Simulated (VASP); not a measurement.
# NaF (I4/mmm) in VASP: G0W0 quasiparticle levels with PBE

Aim: the G0W0 quasiparticle levels of NaF with PBE.

Everything below comes from runs of VASP 6.6.1. Logs are shortened: lines on timing, memory, paths and dates and some standing lists are left out, and cuts for length are marked.

**1. The cell of the first run**

Symmetry: I4/mmm, No. 139, tetragonal system. The conventional cell has a = 3.281 Å, b = 3.281 Å, c = 4.578 Å, α = 90.00°, β = 90.00°, γ = 90.00°. Within 3.0 Å of Na (site symmetry 4/mmm) lie 6 F at 2.29 to 2.32 Å. Within 3.0 Å of F (site symmetry 4/mmm) lie 6 Na at 2.29 to 2.32 Å.

**2. G0W0 quasiparticle levels, PBE**

POSCAR

```
NaF
1.0
    0.0000000000      2.3201397650      2.2887504660
    2.3201397650      0.0000000000      2.2887504660
    2.3201397650      2.3201397650      0.0000000000
Na F
1 1
Direct
    0.0000000000      0.0000000000      0.0000000000
    0.5000000000      0.5000000000      0.5000000000
```

INCAR.step1

```
SYSTEM = NaF
PREC = Accurate
ENCUT = 500
EDIFF = 1E-8
ISMEAR = 0
SIGMA = 0.01
LREAL = .False.
LASPH = .True.
NELM = 60
ALGO = Normal
LWAVE = .True.
LCHARG = .False.
GGA = PE
```

INCAR.step2

```
SYSTEM = NaF
PREC = Accurate
ENCUT = 500
EDIFF = 1E-8
ISMEAR = 0
SIGMA = 0.01
LREAL = .False.
LASPH = .True.
NELM = 1
ALGO = Exact
LWAVE = .True.
LCHARG = .False.
GGA = PE
NBANDS = 110
LOPTICS = .True.
ISTART = 1
```

INCAR.step3

```
SYSTEM = NaF
PREC = Accurate
ENCUT = 500
EDIFF = 1E-8
ISMEAR = 0
SIGMA = 0.01
LREAL = .False.
LASPH = .True.
ALGO = EVGW0
LWAVE = .False.
LCHARG = .False.
GGA = PE
NELMGW = 1
NBANDS = 110
ENCUTGW = 150.0
NOMEGA = 96
PRECFOCK = Fast
ISTART = 1
NBANDSGW = 16
OMEGAMAX = 20
```

KPOINTS

```
regular mesh
0
Gamma
  6 6 6
  0 0 0
```

Potentials or basis: VASP PAW PBE potentials, release 64 (Na_sv_GW, F_GW).

Started as:

```bash
cat potpaw_PBE.64/Na_sv_GW/POTCAR potpaw_PBE.64/F_GW/POTCAR > POTCAR
cp INCAR.step1 INCAR
mpirun -np 1 vasp_std > vasp.out
cp INCAR.step2 INCAR
mpirun -np 1 vasp_std > vasp.out
cp INCAR.step3 INCAR
mpirun -np 1 vasp_std > vasp.out
```

OUTCAR:

```text
SYSTEM = NaF
   PREC = Accurate
   ENCUT = 500
   EDIFF = 1E-8
   ISMEAR = 0
   LREAL = .False.
   LASPH = .True.
   GGA = PE
   NELMGW = 1
   ENCUTGW = 150.0
   PRECFOCK = Fast
   ISTART = 1

 ion  position               nearest neighbor table
   1  0.000  0.000  0.000-   2 2.29   2 2.29   2 2.32   2 2.32   2 2.32   2 2.32
   2  0.500  0.500  0.500-   1 2.29   1 2.29   1 2.32   1 2.32   1 2.32   1 2.32

  LATTYP: Found a body centered tetragonal cell.
 ALAT       =     3.2811731223
 C/A-ratio  =     1.3950805890

  Lattice vectors:

 A1 = (   0.0000000000,  -2.3201397650,  -2.2887504660)
 A2 = (   0.0000000000,   2.3201397650,  -2.2887504660)
 A3 = (   2.3201397650,   0.0000000000,   2.2887504660)

Analysis of symmetry for initial positions (statically):
=====================================================================
 Subroutine PRICEL returns:
 Original cell was already a primitive cell.

 Routine SETGRP: Setting up the symmetry group for a
 body centered tetragonal supercell.

 Subroutine GETGRP returns: Found 16 space group operations
 (whereof 16 operations were pure point group operations)
 out of a pool of 16 trial point group operations.

The static configuration has the point symmetry D_4h.

Analysis of symmetry for dynamics (positions and initial velocities):
=====================================================================
 Subroutine PRICEL returns:
 Original cell was already a primitive cell.

 Routine SETGRP: Setting up the symmetry group for a
 body centered tetragonal supercell.

 Subroutine GETGRP returns: Found 16 space group operations
 (whereof 16 operations were pure point group operations)
 out of a pool of 16 trial point group operations.

The dynamic configuration has the point symmetry D_4h.

 Subroutine INISYM returns: Found 16 space group operations
 (whereof 16 operations are pure point group operations),
 and found     1 'primitive' translations

----------------------------------------------------------------------------------------

                                     Primitive cell

  volume of cell :      24.6409

  direct lattice vectors                    reciprocal lattice vectors
     0.000000000  2.320139765  2.288750466    -0.215504259  0.215504259  0.218459814
     2.320139765  0.000000000  2.288750466     0.215504259 -0.215504259  0.218459814
     2.320139765  2.320139765  0.000000000     0.215504259  0.215504259 -0.218459814

  length of vectors
     3.259053118  3.259053118  3.281173122     0.374978481  0.374978481  0.374978481

  position of ions in fractional coordinates (direct lattice)
     0.000000000  0.000000000  0.000000000
     0.500000000  0.500000000  0.500000000

  ion indices of the primitive-cell ions
   primitive index   ion index
                 1           1
                 2           2

----------------------------------------------------------------------------------------

 KPOINTS: regular mesh

Automatic generation of k-mesh.
 Grid dimensions read from file:
 generate k-points for:    6    6    6

 Generating k-lattice:

  Cartesian coordinates                     Fractional coordinates (reciprocal lattice)
    -0.035917376  0.035917376  0.036409969     0.166666667  0.000000000  0.000000000
     0.035917376 -0.035917376  0.036409969     0.000000000  0.166666667  0.000000000
     0.035917376  0.035917376 -0.036409969     0.000000000  0.000000000  0.166666667

  Length of vectors
     0.062496413  0.062496413  0.062496413

  Shift w.r.t. Gamma in fractional coordinates (k-lattice)
     0.000000000  0.000000000  0.000000000

 Subroutine IBZKPT returns following result:
 ===========================================

 Found     30 irreducible k-points:

 Following reciprocal coordinates:
            Coordinates               Weight
  0.000000  0.000000  0.000000      1.000000
  0.166667  0.000000  0.000000      8.000000
  0.333333 -0.000000  0.000000      8.000000
  0.500000 -0.000000  0.000000      4.000000
  0.166667  0.166667  0.000000      2.000000
  0.333333  0.166667  0.000000      8.000000
[... 16 lines left out ...]
  0.333333  0.000000  0.333333      4.000000
  0.500000  0.000000  0.333333     16.000000
 [... further k-points ...]
   k-points           NKPTS =     30   k-points in BZ     NKDIM =    216   number of bands    NBANDS=    110
   number of dos      NEDOS =    301   number of ions     NIONS =      2
   total plane-waves  NPLWV =  13824
   dimension x,y,z NGX =    24 NGY =   24 NGZ =   24
   dimension x,y,z NGXF=    48 NGYF=   48 NGZF=   48
   ions per type =               1   1
   NGX,Y,Z   is equivalent  to a cutoff of  12.24, 12.24, 12.16 a.u.
   NGXF,Y,Z  is equivalent  to a cutoff of  24.49, 24.49, 24.32 a.u.
 SYSTEM =  NaF
   PREC   = accura    normal or accurate (medium, high low for compatibility)
   ISTART =      1    job   : 0-new  1-cont  2-samecut
   ICHARG =      0    charge: 1-file 2-atom 10-const
   ISPIN  =      1    spin polarized calculation?
   LNONCOLLINEAR =      F non collinear calculations
   LSORBIT =      F    spin-orbit coupling
   LASPH  =      T    aspherical Exc in radial PAW
   ENCUT  =  500.0 eV  36.75 Ry    6.06 a.u.   5.94  5.94  5.98*2*pi/ulx,y,z
   NELM   =     60;   NELMIN=  2; NELMDL=  0     # of ELM steps
   EDIFF  = 0.1E-07   stopping-criterion for ELM
   LREAL  =      F    real-space projection
   EDIFFG = 0.1E-06   stopping-criterion for IOM
   NSW    =      0    number of steps for IOM
   IBRION =     -1    ionic relax: 0-MD 1-quasi-New 2-CG
   NFREE  =      0    steps in history (QN), initial steepest desc. (CG)
   ISIF   =      0    stress and relaxation
   ISYM   =      3    0-nonsym 1-usesym 2-fastsym
   POTIM  = 0.5000    time-step for ionic-motion
   TEBEG  =    0.0;   TEEND  =   0.0 temperature during run
   PSTRESS=    0.0 pullay stress
   NELECT =      16.0000    total number of electrons
   NUPDOWN=      -1.0000    fix difference up-down
   EMIN   =  10.00;   EMAX   =-10.00  energy-range for DOS
   EFERMI =   0.00;   METHOD = LEGACY
   ISMEAR =     0;   SIGMA  =   0.01  broadening in eV -4-tet -1-fermi 0-gaus
   EFERMI_NEDOS =   21; number of points for ismear=-14 and -15
   IALGO  =     38    algorithm
   IMIX   =      4    mixing-type and parameters
     AMIX     =   0.40;   BMIX     =  1.00
     AMIX_MAG =   1.60;   BMIX_MAG =  1.00
  volume/ion in A,a.u.               =      12.32        83.14
  Fermi-wavevector in a.u.,A,eV,Ry     =   1.417629  2.678930 27.343246  2.009672
  Thomas-Fermi vector in A             =   2.538839
   LORBIT       =      0    0 simple, 1 ext, 2 COOP (PROOUT), +10 PAW based schemes
   GGA     = PE    functional components
   LHFCALC =     T    Hartree Fock is set to
   PRECFOCK=fast      Normal, Fast or Accurate (Low or Medium for compatibility)
   ENCUT4O =  -1.0   cutoff for four orbital integrals eV
   NKREDX  =     1    reduce k-point grid by
   NKREDY  =     1    reduce k-point grid by
   NKREDZ  =     1    reduce k-point grid by
   AEXX    =    1.0000 exact exchange contribution
   HFSCREEN=    0.0000 screening length (either q_TF or 0.3 A-1)
   HFSCREENC=   0.0000 screening length for correlation (either q_TF or 0.3 A-1)
   ENCUTFOCK=  -1.0 apply spherical cutoff to Coloumb kernel
   IVDW    =     0    specifies the selected vdW correction
   LEPSILON=     F    determine dielectric tensor
   LRPA    =     F    only Hartree local field effects (RPA)
   LRPAFORCE           =     F    calculate RPA forces
   ENCUTGW             = 150.0    cutoff for response function in eV
   ENCUTGWSOFT         = 120.0    soft cutoff for Coulomb kernel in GW response function in eV
   ENCUTLF             =  -1.0    cutoff for local field effects
   NELMGW              =     1    number of iterations in solving QP/BSE equation
   NELMHF              =     1    number of iterations in the inner HF iteration
   NKREDLFX            =     1    NKREDLFY  =   1   NKREDLFZ  =   1
 non-spin polarized calculation
 Gauss-broadening in eV      SIGMA  =   0.01
  energy-cutoff  :      500.00
  volume of cell :       24.64
 maximum number of plane-waves:       636
  NGX = 14; NGY = 14; NGZ = 14
   NGX = 11   NGY = 11   NGZ = 11
 maximum number of plane-waves:       113

 QP shifts <psi_nk| G(iteration)W_0 |psi_nk>: iteration 1
 for sc-GW calculations column KS-energies equals QP-energies in previous step
 and V_xc(KS)=  KS-energies - (<T + V_ion + V_H > + <T+V_H+V_ion>^1  + <V_x>^1)

 k-point   1 :       0.0000    0.0000    0.0000
  band No.  KS-energies  QP-energies   sigma(KS)   V_xc(KS)     V^pw_x(r,r')   Z            occupation Imag(sigma)

      1     -48.8117     -58.6578     -41.4245     -29.2490     -49.1144       0.8087       2.0000       0.1931
      2     -20.9541     -25.0085     -28.3311     -22.7043     -36.8152       0.7206       2.0000       0.7573
      3     -20.7001     -27.1492     -36.0123     -28.3973     -41.4603       0.8469       2.0000       0.0312
      4     -20.7001     -27.1492     -36.0123     -28.3973     -41.4603       0.8469       2.0000       0.0312
      5     -20.6961     -27.1390     -36.0126     -28.3972     -41.4668       0.8460       2.0000       0.0324
      6      -1.7824      -4.4706     -25.7020     -22.3406     -30.1732       0.7997       2.0000       0.0452
[... 8 lines left out ...]
     15      22.5285      24.5181      -6.2801      -8.5495      -2.7918       0.8767       0.0000      -0.0990
     16      25.1062      27.6984      -8.4443     -11.4466      -4.4927       0.8634       0.0000      -0.2594

 k-point   2 :       0.1667    0.0000    0.0000
  band No.  KS-energies  QP-energies   sigma(KS)   V_xc(KS)     V^pw_x(r,r')   Z            occupation Imag(sigma)

      1     -48.8084     -58.6623     -41.4319     -29.2555     -49.1217       0.8093       2.0000       0.1921
      2     -21.2387     -26.1153     -30.9481     -24.5294     -38.2715       0.7597       2.0000       0.4933
      3     -20.7039     -27.1485     -36.0016     -28.3897     -41.4490       0.8466       2.0000       0.0306
      4     -20.7004     -27.1451     -36.0051     -28.3913     -41.4566       0.8464       2.0000       0.0312
      5     -20.3823     -25.7916     -33.4286     -26.6190     -40.0404       0.7944       2.0000       0.2916
      6      -2.2715      -5.0581     -24.5790     -21.0956     -28.8742       0.8000       2.0000       0.0436
[... 8 lines left out ...]
     15      22.6403      24.0968      -5.9914      -7.6454      -2.2188       0.8805       0.0000      -0.4271
     16      25.7553      27.8381      -6.5236      -8.8421      -2.7111       0.8983       0.0000      -0.4128

 k-point   3 :       0.3333   -0.0000    0.0000
  band No.  KS-energies  QP-energies   sigma(KS)   V_xc(KS)     V^pw_x(r,r')   Z            occupation Imag(sigma)

      1     -48.8014     -58.6677     -41.4464     -29.2686     -49.1359       0.8102       2.0000       0.1903
      2     -21.4986     -26.6141     -31.3799     -24.7681     -38.4368       0.7737       2.0000       0.4397
      3     -20.7108     -27.1549     -35.9854     -28.3748     -41.4316       0.8467       2.0000       0.0292
      4     -20.7056     -27.1479     -35.9922     -28.3803     -41.4429       0.8463       2.0000       0.0296
      5     -20.0541     -25.2002     -33.0704     -26.4772     -39.9469       0.7805       2.0000       0.3344
      6      -3.0518      -6.0071     -23.3243     -19.6188     -27.4954       0.7976       2.0000       0.0462
[... 394 lines left out ...]
      1     -48.7985     -58.6609     -41.4513     -29.2742     -49.1418       0.8099       2.0000       0.1897
      2     -21.1913     -26.3371     -31.8526     -25.1996     -38.7975       0.7735       2.0000       0.3964
      3     -20.7384     -27.1685     -35.9204     -28.3042     -41.3622       0.8443       2.0000       0.0346
      4     -20.7384     -27.1685     -35.9204     -28.3042     -41.3622       0.8443       2.0000       0.0346
      5     -20.3631     -25.4539     -32.5620     -26.0072     -39.5380       0.7767       2.0000       0.3639
      6      -2.9355      -5.8901     -23.6326     -19.9342     -27.8530       0.7989       2.0000       0.0458
[... 8 lines left out ...]
     15      25.1410      27.2685      -6.5074      -8.9420      -2.8868       0.8739       0.0000      -0.1470
     16      29.2054      31.1905      -6.1022      -8.3841      -2.2626       0.8700       0.0000      -0.4095

 k-point  24 :       0.5000    0.0000    0.3333
  band No.  KS-energies  QP-energies   sigma(KS)   V_xc(KS)     V^pw_x(r,r')   Z            occupation Imag(sigma)

      1     -48.7952     -58.6745     -41.4577     -29.2805     -49.1486       0.8113       2.0000       0.1891
      2     -21.1689     -26.3799     -32.1073     -25.4022     -38.9734       0.7772       2.0000       0.3731
      3     -20.7890     -27.1939     -35.7539     -28.1498     -41.1999       0.8423       2.0000       0.0408
      4     -20.7415     -27.1708     -35.9117     -28.2977     -41.3527       0.8444       2.0000       0.0338
      5     -20.3325     -25.3630     -32.4386     -25.9274     -39.4792       0.7726       2.0000       0.3764
      6      -2.9932      -5.9715     -23.6909     -19.9563     -27.9367       0.7975       2.0000       0.0464
[... 8 lines left out ...]
     15      25.5176      27.5656      -6.5227      -8.8621      -2.8006       0.8755       0.0000      -0.2499
     16      28.3524      30.4685      -6.2887      -8.6902      -2.5557       0.8812       0.0000      -0.3224

 [... further k-points ...]
```

Wall time 11 min (1 thread of AMD EPYC 9R45 (Zen 5), shared host); peak memory 0.58 GiB.

What came out:

* Quasiparticle gap: 10.57 eV
* Least direct quasiparticle gap: 10.57 eV
* Band gap of the starting levels on the mesh: 6.38 eV
* Least direct gap of the starting levels on the mesh: 6.38 eV

Caveat: the k points lie up to 0.39 Å⁻¹ apart; bands, screening cutoff and mesh are small and nothing is extrapolated, so the quasiparticle values aren't converged.
